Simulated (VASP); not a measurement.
# Si11SnO24 (a cell with a defect) in VASP: electric field gradients with PBE

Aim: the electric field gradients of Si11SnO24 (a cell with a defect) with PBE.

Everything below comes from runs of VASP 6.6.1. Logs are shortened: lines on timing, memory, paths and dates and some standing lists are left out, and cuts for length are marked.

### Step 1. The cell of the first run

The cell holds a defect, 36 atoms: a = 10.101 Å, b = 10.101 Å, c = 7.326 Å, α = 113.50°, β = 113.50°, γ = 114.94°.

### Step 2. Electric field gradients, PBE

Input file INCAR:

```
PREC = Accurate ; ENCUT = 520
EDIFF = 1E-8 ; ISMEAR = -1
SIGMA = 0.01 ; LREAL = Auto
LASPH = T ; NELM = 100
ALGO = Normal ; ISIF = 2
LWAVE = F ; LCHARG = F
GGA = PE ; LEFG = T
NBANDS = 125
```

Input file KPOINTS:

```
Automatic mesh
0
Gamma
  3 3 4
```

Input file POSCAR:

```
Si11SnO24
1.0
   -7.3748367111      4.2578639604      5.4316252501
    7.3748367111     -4.2578639604      5.4316252501
    2.4582789037      4.2578639604     -5.4316252501
Sn Si O
1 11 24
Direct
    0.4010657817      0.1666666667      0.2343991150
    0.9010657817      0.6666666667      0.2343991150
    0.9010657817      0.1666666667      0.7343991150
    0.4010657817      0.6666666667      0.7343991150
    0.2656008850      0.2656008850      0.5312017700
    0.7656008850      0.7656008850      0.5312017700
    0.7656008850      0.2656008850      0.0312017700
    0.2656008850      0.7656008850      0.0312017700
    0.3333333333      0.5677324483      0.2343991150
    0.8333333333      0.0677324483      0.2343991150
    0.8333333333      0.5677324483      0.7343991150
    0.3333333333      0.0677324483      0.7343991150
    0.6396296950      0.3461789800      0.4379890750
    0.1396296950      0.8461789800      0.4379890750
    0.1396296950      0.3461789800      0.9379890750
    0.6396296950      0.8461789800      0.9379890750
    0.8683072867      0.7340271817      0.7211815350
    0.3683072867      0.2340271817      0.7211815350
    0.3683072867      0.7340271817      0.2211815350
    0.8683072867      0.2340271817      0.2211815350
    0.3137924183      0.2415232383      0.3408293900
    0.8137924183      0.7415232383      0.3408293900
    0.8137924183      0.2415232383      0.8408293900
    0.3137924183      0.7415232383      0.8408293900
    0.5270369717      0.5993061517      0.3408293900
    0.0270369717      0.0993061517      0.3408293900
    0.0270369717      0.5993061517      0.8408293900
    0.5270369717      0.0993061517      0.8408293900
    0.3528742483      0.4871543533      0.7211815350
    0.8528742483      0.9871543533      0.7211815350
    0.8528742483      0.4871543533      0.2211815350
    0.3528742483      0.9871543533      0.2211815350
    0.2983593800      0.5918100950      0.4379890750
    0.7983593800      0.0918100950      0.4379890750
    0.7983593800      0.5918100950      0.9379890750
    0.2983593800      0.0918100950      0.9379890750
```

Potentials or basis: VASP PAW PBE potentials, release 64 (Sn_d, Si, O).

Run with:

```console
> cat potpaw_PBE.64/Sn_d/POTCAR potpaw_PBE.64/Si/POTCAR potpaw_PBE.64/O/POTCAR > POTCAR
> mpirun -np 1 vasp_std > vasp.out
```

OUTCAR:

```text
PREC = Accurate
   ENCUT = 520
   EDIFF = 1E-8
   ISMEAR = -1
   LREAL = Auto
   LASPH = T
   NELM = 100
   ISIF = 2
   GGA = PE

 ion  position               nearest neighbor table
   1  0.401  0.167  0.234-  36 1.61  21 1.61  13 1.62  32 1.62  12 3.06  11 3.06   5 3.06   8 3.06

   2  0.901  0.667  0.234-  35 1.61  22 1.61  14 1.62  31 1.62  11 3.06  12 3.06   6 3.06   7 3.06

   3  0.901  0.167  0.734-  34 1.61  23 1.61  15 1.62  30 1.62  10 3.06   9 3.06   7 3.06   6 3.06
[... 41 lines left out ...]
  35  0.798  0.592  0.938-   2 1.61  11 1.62
  36  0.298  0.092  0.938-   1 1.61  12 1.62

  LATTYP: Found a face centered orthorhombic cell.
 ALAT       =     9.8331156148
 B/A-ratio  =     1.1047617994
 C/A-ratio  =     1.7320508076

  Lattice vectors:

 A1 = (  -7.3748367111,   4.2578639604,  -5.4316252501)
 A2 = (  -4.9165578074,   8.5157279208,   0.0000000000)
 A3 = (   2.4582789037,   4.2578639604,  -5.4316252501)

Analysis of symmetry for initial positions (statically):
=====================================================================
 Subroutine PRICEL returns:
 Original cell was already a primitive cell.

 Routine SETGRP: Setting up the symmetry group for a
 face centered orthorhombic supercell.

 Subroutine GETGRP returns: Found  1 space group operations
 (whereof  1 operations were pure point group operations)
 out of a pool of  8 trial point group operations.

The static configuration has the point symmetry C_1 .

Analysis of symmetry for dynamics (positions and initial velocities):
=====================================================================
 Subroutine PRICEL returns:
 Original cell was already a primitive cell.

 Routine SETGRP: Setting up the symmetry group for a
 face centered orthorhombic supercell.

 Subroutine GETGRP returns: Found  1 space group operations
 (whereof  1 operations were pure point group operations)
 out of a pool of  8 trial point group operations.

The dynamic configuration has the point symmetry C_1 .

 Subroutine INISYM returns: Found  1 space group operations
 (whereof  1 operations are pure point group operations),
 and found     1 'primitive' translations

----------------------------------------------------------------------------------------

                                     Primitive cell

  volume of cell :     454.8233

  direct lattice vectors                    reciprocal lattice vectors
    -7.374836711  4.257863960  5.431625250     0.000000000  0.117429773  0.092053479
     7.374836711 -4.257863960  5.431625250     0.101697167  0.058714887  0.092053479
     2.458278904  4.257863960 -5.431625250     0.101697167  0.176144660  0.000000000

  length of vectors
    10.100503694 10.100503694  7.326328789     0.149209901  0.149209901  0.203394334

  position of ions in fractional coordinates (direct lattice)
     0.401065782  0.166666667  0.234399115
     0.901065782  0.666666667  0.234399115
     0.901065782  0.166666667  0.734399115
     0.401065782  0.666666667  0.734399115
     0.265600885  0.265600885  0.531201770
     0.765600885  0.765600885  0.531201770
[... 28 lines left out ...]
     0.798359380  0.591810095  0.937989075
     0.298359380  0.091810095  0.937989075

  ion indices of the primitive-cell ions
   primitive index   ion index
                 1           1
                 2           2
                 3           3
                 4           4
                 5           5
                 6           6
[... 28 lines left out ...]
                35          35
                36          36

----------------------------------------------------------------------------------------

 KPOINTS: Automatic mesh

Automatic generation of k-mesh.
 Grid dimensions read from file:
 generate k-points for:    3    3    4

 Generating k-lattice:

[... 67 lines left out ...]
 SYSTEM =  unknown system
   PREC   = accura    normal or accurate (medium, high low for compatibility)
   ISTART =      0    job   : 0-new  1-cont  2-samecut
   ICHARG =      2    charge: 1-file 2-atom 10-const
   ISPIN  =      1    spin polarized calculation?
   LNONCOLLINEAR =      F non collinear calculations
   LSORBIT =      F    spin-orbit coupling
   LASPH  =      T    aspherical Exc in radial PAW
   ENCUT  =  520.0 eV  38.22 Ry    6.18 a.u.  18.78 18.78 13.62*2*pi/ulx,y,z
   NELM   =    100;   NELMIN=  2; NELMDL= -5     # of ELM steps
   EDIFF  = 0.1E-07   stopping-criterion for ELM
   LREAL  =      T    real-space projection
   EDIFFG = 0.1E-06   stopping-criterion for IOM
   NSW    =      0    number of steps for IOM
   IBRION =     -1    ionic relax: 0-MD 1-quasi-New 2-CG
   NFREE  =      0    steps in history (QN), initial steepest desc. (CG)
   ISIF   =      2    stress and relaxation
   ISYM   =      2    0-nonsym 1-usesym 2-fastsym
   POTIM  = 0.5000    time-step for ionic-motion
   TEBEG  =    0.0;   TEEND  =   0.0 temperature during run
   PSTRESS=    0.0 pullay stress
   NELECT =     202.0000    total number of electrons
   NUPDOWN=      -1.0000    fix difference up-down
   EMIN   =  10.00;   EMAX   =-10.00  energy-range for DOS
   EFERMI =   0.00;   METHOD = LEGACY
   ISMEAR =    -1;   SIGMA  =   0.01  broadening in eV -4-tet -1-fermi 0-gaus
   EFERMI_NEDOS =   21; number of points for ismear=-14 and -15
   IALGO  =     38    algorithm
   IMIX   =      4    mixing-type and parameters
     AMIX     =   0.40;   BMIX     =  1.00
     AMIX_MAG =   1.60;   BMIX_MAG =  1.00
  volume/ion in A,a.u.               =      12.63        85.26
  Fermi-wavevector in a.u.,A,eV,Ry     =   1.249044  2.360351 21.226595  1.560111
  Thomas-Fermi vector in A             =   2.383103
   LORBIT       =      0    0 simple, 1 ext, 2 COOP (PROOUT), +10 PAW based schemes
   GGA     = PE    functional components
   LHFCALC =     F    Hartree Fock is set to
   AEXX    =    0.0000 exact exchange contribution
   IVDW    =     0    specifies the selected vdW correction
   LEPSILON=     F    determine dielectric tensor
   LRPA    =     F    only Hartree local field effects (RPA)
 non-spin polarized calculation
  energy-cutoff  :      520.00
  volume of cell :      454.82
 maximum number of plane-waves:     12273
 NGX is ok and might be reduce to    80
   NGX = 37   NGY = 37   NGZ = 27

 number of electron     202.0000004 magnetization

 Free energy of the ion-electron system (eV)
  ---------------------------------------------------
  ext. energy  EPLUGINS =         0.00000000
  ---------------------------------------------------
  free energy    TOTEN  =      -268.56875804 eV

  energy without entropy =     -268.56875804  energy(sigma->0) =     -268.56875804

 E-fermi :   1.6689     XC(G=0):  -9.2705

 val. band max:        1.3759115667   @ k =   0.0000   0.0000   0.0000
 cond. band min:       7.1265477920   @ k =   0.0000   0.0000   0.0000
 fundamental gap:      5.7506362254
 Fermi energy:         1.6689238093

 k-point     1 :       0.0000    0.0000    0.0000
  band No.  band energies     occupation
      1     -19.6291      2.00000
      2     -19.6107      2.00000
      3     -19.5588      2.00000
      4     -18.2165      2.00000
      5     -17.7800      2.00000
      6     -17.5159      2.00000
[... 2193 lines left out ...]
    112      10.9162      0.00000
    113      10.9649      0.00000
 [bands above 113 left out]

------------------------ aborting loop because EDIFF is reached ----------------------------------------

  FORCE on cell =-STRESS in cart. coord.  units (eV):
  Direction    XX          YY          ZZ          XY          YZ          ZX
  --------------------------------------------------------------------------------------
  -------------------------------------------------------------------------------------
  Total       55.5195826     56.1053678     56.5212903     -0.5171498     -0.2113944     -0.3826543
  in kB      195.5753219    197.6388302    199.1039740     -1.8217309     -0.7446656     -1.3479520
  external PRESSURE =     197.4393754 kB  Pullay stress =       0.0000000 kB

 VOLUME and BASIS-vectors are now :
 -----------------------------------------------------------------------------
  energy-cutoff  :      520.00
  volume of cell :      454.82
      direct lattice vectors                 reciprocal lattice vectors
    -7.374836711  4.257863960  5.431625250     0.000000000  0.117429773  0.092053479
     7.374836711 -4.257863960  5.431625250     0.101697167  0.058714887  0.092053479
     2.458278904  4.257863960 -5.431625250     0.101697167  0.176144660  0.000000000

 POSITION                                       TOTAL-FORCE (eV/Angst)
 -----------------------------------------------------------------------------------
     -1.15244      1.99608      1.81054        -0.054032      0.087323     -0.017914
     -1.15244      1.99608      7.24217         0.000218      0.131323      0.085836
     -3.61072      6.25394      1.81054        -0.015498      0.025931      0.031424
      3.76412      1.99608      1.81054        -0.102660      0.051866     -0.084047
      1.30584      2.26178     -0.00000         0.063674     -0.374291      0.338034
      1.30584      2.26178      5.43163        -0.021196     -0.041247      0.074351
[... 28 lines left out ...]
      0.78257      4.87329      2.45607         0.150468     -0.245296     -0.199918
      0.78257      4.87329     -2.97555        -6.121970    -15.496868      7.564003
 -----------------------------------------------------------------------------------
    total drift:                                0.002927     -0.007427      0.028501

  FREE ENERGIE OF THE ION-ELECTRON SYSTEM (eV)
  ---------------------------------------------------
  free  energy   TOTEN  =      -268.5687580366 eV

  energy  without entropy=     -268.5687580366  energy(sigma->0) =     -268.56875804

 Electric field gradients (V/A^2)
---------------------------------------------------------------------
 ion       V_xx      V_yy      V_zz      V_xy      V_xz      V_yz
---------------------------------------------------------------------
   1      -4.886    20.221   -15.335   -20.634    13.425     8.075
   2      -2.267     4.520    -2.253    -6.176     1.896     0.790
   3      -2.370     4.544    -2.175    -6.173     1.960     1.078
   4      -2.558     4.778    -2.220    -6.059     1.672     1.269
   5      -1.577     5.787    -4.210     4.311     1.165     4.027
   6      -2.547     4.711    -2.164     6.007    -1.834     1.245
[... 28 lines left out ...]
  35     -18.784    17.226     1.558    37.922   -42.851   -47.300
  36     -13.476     5.183     8.293    32.043   -43.119   -40.103
---------------------------------------------------------------------

 Electric field gradients after diagonalization (V/A^2)
 (convention: |V_zz| > |V_xx| > |V_yy|)
----------------------------------------------------------------------
 ion       V_xx      V_yy      V_zz     asymmetry (V_yy - V_xx)/ V_zz
----------------------------------------------------------------------
   1     -31.581    -0.243    31.825       0.985
   2      -6.827    -1.355     8.182       0.669
   3      -7.020    -1.143     8.163       0.720
   4      -6.898    -1.303     8.201       0.682
   5      -5.674    -3.397     9.071       0.251
   6      -6.955    -1.149     8.104       0.716
[... 28 lines left out ...]
  35     -52.661   -34.969    87.631       0.202
  36     -47.081   -30.961    78.042       0.207
----------------------------------------------------------------------

           NMR quadrupolar parameters

 Cq : quadrupolar parameter    Cq=e*Q*V_zz/h
 eta: asymmetry parameters     (V_yy - V_xx)/ V_zz
 Q  : nuclear electric quadrupole moment in mb (millibarn)
----------------------------------------------------------------------
 ion       Cq(MHz)       eta       Q (mb)
----------------------------------------------------------------------
   1       0.077       0.985       1.000
   2       0.020       0.669       1.000
   3       0.020       0.720       1.000
   4       0.020       0.682       1.000
   5       0.022       0.251       1.000
   6       0.020       0.716       1.000
[... 28 lines left out ...]
  35       0.212       0.202       1.000
  36       0.189       0.207       1.000
----------------------------------------------------------------------
```

Run time: 35 min. Hardware: 1 thread of Intel Xeon Platinum 8488C (Sapphire Rapids), shared host; peak memory 1.1 GiB.

Results:

```yaml
Free_energy: -268.5688 eV
Pressure: 19.7 GPa
Largest_force: 18.299 eV/Å
Band_gap_on_the_k_mesh: 5.75 eV
```

Forces in eV/Å, atoms in the order of the input:
```
Sn   -0.054   0.087  -0.018
Si    0.000   0.131   0.086
Si   -0.015   0.026   0.031
Si   -0.103   0.052  -0.084
Si    0.064  -0.374   0.338
Si   -0.021  -0.041   0.074
Si   -0.025   0.036   0.034
Si    0.319   0.242  -0.229
Si    0.184  -0.104   0.046
Si   -0.038   0.070   0.042
Si   -0.508  -0.051   0.116
Si    0.309  -0.273  -0.406
O     1.037  12.505  12.914
O    -0.375  -0.124   0.136
O    -0.271   0.017   0.112
O    -0.226   0.005   0.157
O     0.265   0.216   0.259
O     0.089   0.214   0.290
O    -0.068   0.337   0.032
O     0.144   0.174   0.137
O    16.471  -2.456  -7.538
O     0.134  -0.218   0.098
O     0.121  -0.231   0.135
O     0.123  -0.237   0.222
O    -0.327   0.045  -0.194
O    -0.194  -0.069  -0.290
O    -0.246   0.060  -0.103
O    -0.255   0.059  -0.144
O     0.305   0.273  -0.135
O     0.099   0.220  -0.154
O     0.095   0.188  -0.160
O   -11.334   5.383 -12.877
O     0.116  -0.206  -0.125
O     0.156  -0.214  -0.166
O     0.150  -0.245  -0.200
O    -6.122 -15.497   7.564
```

Stress tensor (GPa, compression positive):
```
19.56 -0.18 -0.13
-0.18 19.76 -0.07
-0.13 -0.07 19.91
```

Electric field gradients, principal values (V/Å²):
```tsv
atom	least	middle	greatest (by size)
1 Sn	-0.243	-31.581	31.825
2 Si	-1.355	-6.827	8.182
3 Si	-1.143	-7.020	8.163
4 Si	-1.303	-6.898	8.201
5 Si	-3.397	-5.674	9.071
6 Si	-1.149	-6.955	8.104
7 Si	-1.045	-7.189	8.233
8 Si	1.695	7.431	-9.126
9 Si	-1.960	-6.321	8.281
10 Si	-0.913	-7.333	8.246
11 Si	2.420	7.301	-9.721
12 Si	-3.410	-5.674	9.084
13 O	-31.245	-46.711	77.956
14 O	-36.619	-51.996	88.616
15 O	-34.965	-53.319	88.285
16 O	-34.458	-53.561	88.019
17 O	-33.380	-53.875	87.256
18 O	-34.779	-51.864	86.644
19 O	-33.829	-53.263	87.091
20 O	-34.885	-53.287	88.172
21 O	-31.100	-46.954	78.054
22 O	-34.743	-53.619	88.362
23 O	-34.519	-53.736	88.255
24 O	-34.680	-52.767	87.448
25 O	-33.609	-54.118	87.727
26 O	-34.218	-53.573	87.791
27 O	-33.615	-53.000	86.615
28 O	-35.461	-51.582	87.044
29 O	-36.288	-52.145	88.433
30 O	-35.059	-53.231	88.289
31 O	-34.782	-53.426	88.208
32 O	-31.080	-46.840	77.920
33 O	-34.450	-53.737	88.188
34 O	-34.687	-53.618	88.304
35 O	-34.969	-52.661	87.631
36 O	-30.961	-47.081	78.042
```

Caveat: without QUAD_EFG the Cq values of the log hold for a quadrupole moment of 1 mb, not for the nuclei; spin-orbit coupling is left out, which moves the levels of the heavy elements.
